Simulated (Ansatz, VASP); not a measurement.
This is a calculation of CoO for VASP 6.6.1.

File INCAR:

```
SYSTEM = CoO
  PREC = Accurate
  ENCUT = 600
  EDIFF = 1E-6
  ISMEAR = -1
  SIGMA = 0.05
  LREAL = .False.
  LASPH = .True.
  NELM = 150
  ALGO = Normal
  ISIF = 3
  LWAVE = .False.
  LCHARG = .False.
  ISPIN = 2
  MAGMOM = 2 0
  LORBIT = 11
  LMAXMIX = 4
  GGA = PS
  IBRION = 2
  NSW = 80
  EDIFFG = -0.005
```

The input KPOINTS:

```
Automatic mesh
0
Gamma
  7 7 7
  0 0 0
```

File POSCAR:

```
CoO
1.0
    1.6022198417      0.9250420569      2.5664708903
   -1.6022198417      0.9250420569      2.5664708903
    0.0000000000     -1.8500841138      2.5664708903
Co O
1 1
Direct
    0.9989783200      0.9989783200      0.9989783200
    0.7510210300      0.7510210300      0.7510210300
```

Potentials or basis: VASP PAW PBE potentials, release 64 (Co, O).

Launch:

```console
$ cat potpaw_PBE.64/Co/POTCAR potpaw_PBE.64/O/POTCAR > POTCAR
$ mpirun -np 1 vasp_std > vasp.out
```

Task: Translate it to Ansatz 0.2.0. Potentials there: all-electron LAPW, scalar-relativistic.

Result: As run (the cutoff follows the program's own potentials):

The input input.yaml:

```yaml
crystal:
  lattice:
    - [1.6022198417, 0.9250420569, 2.5664708903]
    - [-1.6022198417, 0.9250420569, 2.5664708903]
    - [0.0, -1.8500841138, 2.5664708903]
  atoms:
    - { symbol: Co, position: [0.99897832, 0.99897832, 0.99897832], spin: 2.0 }
    - { symbol: O, position: [0.75102103, 0.75102103, 0.75102103] }
kpoints:
  mp_grid: { grid: [7, 7, 7] }
scf:
  occupations: { method: fermi_dirac, width: 0.05 }
hamiltonian:
  xc: pbesol
  pseudopotentials: { kind: all_electron, lapw: { basis_error: 0.001 } }
magnetization:
  spin_polarized: true
output:
  forces: true
  stress: true
relax:
  f_tol: 0.005
  max_steps: 60
  cell: {}
```

Potentials or basis: all-electron LAPW, scalar-relativistic.

Run with:

```console
$ ansatz run input.yaml --threads 2 --pin off --max-ram 6144MiB --backend cpu --events-out ev --progress --plain --runs-dir out
```

Both were run:

|  | VASP | Ansatz | Ansatz less VASP |
| --- | --- | --- | --- |
| net moment per atom (μB) | 1.02 | 1.04 | +0.026 |
| size of the moment on the site where the two differ most (μB) | 0.19 | 0.20 | +0.006 |
| relaxed volume (Å³/atom) | 10.37 | 10.41 | +0.042 |
| relaxed cell length with the largest relative difference (Å) | 3.084 | 3.088 | +0.0035 |

VASP's potentials were made for PBE, not for PBEsol. Site moments also hang on the region over which each program counts them. Ansatz ran all-electron here, and VASP with PAW potentials.

Noted on Ansatz's run: the k mesh is thin for a metal, which can move the energy by tens of meV per atom.
